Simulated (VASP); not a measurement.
# BaTiO3 (Cmmm) in VASP: further runs, part 2 of 2

VASP 6.6.1. Earlier steps stand in the parts before.

**5. Single point, PBE (strain +0.0375 x Voigt [0, 0, 0, 1, 0, 0])**

The input, INCAR:

```
PREC = Accurate
ENCUT = 520
EDIFF = 1E-7
ISMEAR = 0
SIGMA = 0.05
LREAL = False
LASPH = True
NELM = 100
ALGO = Normal
ISIF = 2
LWAVE = False
LCHARG = False
GGA = PE
NBANDS = 28
```

The input, KPOINTS:

```
regular mesh
0
Gamma
  8 8 8
```

The input, POSCAR:

```
BaTiO3
1.0
    4.0192318613      0.0000000000      0.0000000000
    0.0000000000      4.0192318613      0.0753605974
    0.0000000000      0.0753615248      4.0192813205
Ba Ti O
1 1 3
Direct
    0.0000000000      0.0000000000      0.0000000000
    0.5000000000      0.5000000000      0.5000000000
    0.5000000000      0.5000000000      0.0000000000
    0.5000000000      0.0000000000      0.5000000000
    0.0000000000      0.5000000000      0.5000000000
```

Potentials or basis: VASP PAW PBE potentials, release 64 (Ba_sv, Ti_sv, O).

Command:

```bash
$ cat potpaw_PBE.64/Ba_sv/POTCAR potpaw_PBE.64/Ti_sv/POTCAR potpaw_PBE.64/O/POTCAR > POTCAR
$ mpirun -np 1 vasp_std > vasp.out
```

OUTCAR:

```text
PREC = Accurate
   ENCUT = 520
   EDIFF = 1E-7
   ISMEAR = 0
   LREAL = False
   LASPH = True
   NELM = 100
   ISIF = 2
   GGA = PE

 ion  position               nearest neighbor table
   1  0.000  0.000  0.000-   5 2.79   5 2.79   3 2.84   3 2.84   3 2.84   3 2.84   4 2.84   4 2.84
                             4 2.84   4 2.84   5 2.90   5 2.90   2 3.44   2 3.44   2 3.44   2 3.44
   2  0.500  0.500  0.500-   5 2.01   5 2.01   4 2.01   4 2.01   3 2.01   3 2.01   1 3.44   1 3.44
                             1 3.44   1 3.44   1 3.52   1 3.52   1 3.52   1 3.52
   3  0.500  0.500  0.000-   2 2.01   2 2.01   1 2.84   1 2.84   1 2.84   1 2.84
   4  0.500  0.000  0.500-   2 2.01   2 2.01   1 2.84   1 2.84   1 2.84   1 2.84
[... 954 lines left out ...]
  Total        0.7224060      0.7624543      0.7615215      0.0000000     -1.8702571      0.0000000
  in kB       17.8324134     18.8209948     18.7979704      0.0000000    -46.1668328      0.0000000
  external PRESSURE =      18.4837929 kB  Pullay stress =       0.0000000 kB

 VOLUME and BASIS-vectors are now :
 -----------------------------------------------------------------------------
  energy-cutoff  :      520.00
  volume of cell :       64.91
      direct lattice vectors                 reciprocal lattice vectors
     4.019231861  0.000000000  0.000000000     0.248803760  0.000000000  0.000000000
     0.000000000  4.019231861  0.075360597     0.000000000  0.248891261 -0.004666711
     0.000000000  0.075361525  4.019281321     0.000000000 -0.004666654  0.248888198

 POSITION                                       TOTAL-FORCE (eV/Angst)
 -----------------------------------------------------------------------------------
      0.00000      0.00000      0.00000         0.000000      0.000000      0.000000
      2.00962      2.04730      2.04732         0.000000     -0.000000      0.000000
      2.00962      2.00962      0.03768         0.000000     -0.000000      0.000000
      2.00962      0.03768      2.00964         0.000000      0.000000      0.000000
      0.00000      2.04730      2.04732         0.000000      0.000000      0.000000
 -----------------------------------------------------------------------------------
    total drift:                                0.000000      0.000000     -0.000000

  FREE ENERGIE OF THE ION-ELECTRON SYSTEM (eV)
  ---------------------------------------------------
  free  energy   TOTEN  =       -39.9464353020 eV

  energy  without entropy=      -39.9464353020  energy(sigma->0) =      -39.94643530
```

OSZICAR:

```text
N       E                     dE             d eps       ncg     rms          rms(c)
DAV:   1     0.437350641992E+03    0.43735E+03   -0.20859E+04  9520   0.155E+03
DAV:   2    -0.532627969279E+01   -0.44268E+03   -0.42222E+03 11064   0.428E+02
DAV:   3    -0.487905985217E+02   -0.43464E+02   -0.43096E+02 13120   0.133E+02
DAV:   4    -0.509561032495E+02   -0.21655E+01   -0.21611E+01 14600   0.249E+01
DAV:   5    -0.510223557162E+02   -0.66252E-01   -0.66239E-01 12760   0.336E+00    0.226E+01
DAV:   6    -0.401768562210E+02    0.10845E+02   -0.58042E+01 13536   0.656E+01    0.986E+00
DAV:   7    -0.401217949668E+02    0.55061E-01   -0.10201E+01 12704   0.230E+01    0.651E+00
DAV:   8    -0.399439409710E+02    0.17785E+00   -0.63571E-01 11724   0.689E+00    0.347E+00
DAV:   9    -0.399784114713E+02   -0.34471E-01   -0.38223E-01 13500   0.527E+00    0.165E+00
DAV:  10    -0.399507971480E+02    0.27614E-01   -0.17941E-01 11296   0.429E+00    0.559E-01
DAV:  11    -0.399464910545E+02    0.43061E-02   -0.20154E-02 12492   0.894E-01    0.163E-01
DAV:  12    -0.399467293763E+02   -0.23832E-03   -0.25818E-03 11828   0.473E-01    0.144E-01
DAV:  13    -0.399464359608E+02    0.29342E-03   -0.85934E-04 11848   0.305E-01    0.291E-02
DAV:  14    -0.399464345909E+02    0.13699E-05   -0.34547E-05 12244   0.423E-02    0.995E-03
DAV:  15    -0.399464356889E+02   -0.10980E-05   -0.62839E-06 11844   0.184E-02    0.621E-03
DAV:  16    -0.399464352799E+02    0.40899E-06   -0.30350E-06 12604   0.163E-02    0.199E-03
DAV:  17    -0.399464353020E+02   -0.22078E-07   -0.13287E-07  8464   0.259E-03
   1 F= -.39946435E+02 E0= -.39946435E+02  d E =-.342573E-12
```

stdout:

```text
POSCAR found type information on POSCAR BaTiO
 POSCAR found :  3 types and       5 ions
 scaLAPACK will be used
 LDA part: xc-table for (Slater+PW92), standard interpolation
 POSCAR, INCAR and KPOINTS ok, starting setup
 FFT: planning ... GRIDC
 FFT: planning ... GRID_SOFT
 FFT: planning ... GRID
 WAVECAR not read
 entering main loop
```

Run time: 2.2 min. Hardware: 1 thread of Intel Xeon 6975P-C (Granite Rapids), shared host; peak memory 0.4 GiB.

What came out:

```yaml
Free_energy: -39.9464 eV
Pressure: 1.8 GPa
Band_gap_on_the_k_mesh: 1.62 eV (least direct gap 1.69 eV)
```

Levels at points of the mesh, in eV from the valence-band top:
```
           k point  band 18  band 19  band 20  band 21  band 22  band 23
(0.00, 0.00, 0.00)    -0.28    -0.19    -0.07     1.62     1.68     1.75
(0.50, 0.00, 0.00)    -1.75    -0.91    -0.56     1.85     3.36     3.42
(0.00, 0.50, 0.00)    -1.83    -0.74    -0.74     1.84     3.38     3.39
(0.50, 0.50, 0.00)    -0.90    -0.90    -0.12     3.39     3.39     3.81
(0.00, 0.00, 0.50)    -1.83    -0.74    -0.74     1.84     3.38     3.39
(0.50, 0.00, 0.50)    -0.90    -0.90    -0.12     3.39     3.39     3.81
(0.00, 0.50, 0.50)    -0.96    -0.84    -0.10     3.36     3.44     3.80
(0.50, 0.50, 0.50)    -0.06    -0.01     0.00     4.01     4.04     4.09
```

Caveat: the cell differs from its parent crystal (strain +0.0375 x Voigt [0, 0, 0, 1, 0, 0]); spin-orbit coupling is left out, which moves the levels of the heavy elements. A k mesh can miss the band edges.

**6. Summary**

| cell | gap on the mesh (eV) | pressure (GPa) |
| --- | --- | --- |
| a = 4.019, b = 4.021, c = 4.021 Å, angles 86.8, 90.0, 90.0°, 5 atoms | 1.57 | 2.0 |
| a = 4.019, b = 4.024, c = 4.024 Å, angles 84.6, 90.0, 90.0°, 5 atoms | 1.35 | 2.6 |
| a = 4.019, b = 4.022, c = 4.022 Å, angles 94.3, 90.0, 90.0°, 5 atoms | 1.47 | 2.3 |
| a = 4.019, b = 4.020, c = 4.020 Å, angles 87.9, 90.0, 90.0°, 5 atoms | 1.62 | 1.8 |

Alike in all rows: task single point; level PBE; potentials or basis VASP PAW PBE potentials, release 64 (Ba_sv, Ti_sv, O); no spin polarisation; k mesh 8 × 8 × 8; cutoff (eV) 520; smearing gaussian 0.05 eV.

Caveats: spin-orbit coupling is left out, which moves the levels of the heavy elements.

Total energies depend on the potentials used, so only differences within one code and one set of settings carry meaning.
